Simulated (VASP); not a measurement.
Crystal: RbBr.

```
Rb Br
1.0
     0.00000    3.46083    3.46083
     3.46083    0.00000    3.46083
     3.46083    3.46083    0.00000
Rb Br
1 1
Cartesian
  0.0000 0.0000 0.0000
  3.4608 3.4608 3.4608
```

Program: VASP 6.6.1. Alike in all runs: task single point; potentials or basis VASP PAW PBE potentials, release 64 (Rb_sv, Br); no spin polarisation; cell as given; cutoff (eV) 520.

Question: Order these runs on this cell by their band gap on the k mesh, lowest first.
A. level HSE06; k mesh 4 × 4 × 4; smearing gaussian 0.01 eV; grid for exact exchange (PRECFOCK) Normal; share of exact exchange 0.25; screening parameter 0.2079 1/Å
B. level r2SCAN; k mesh 6 × 6 × 6; smearing gaussian 0.01 eV
C. level PBE; k mesh 6 × 6 × 6; smearing fermi-dirac 0.02 eV

Answer: C (4.29 eV), B (4.89 eV), A (5.44 eV).
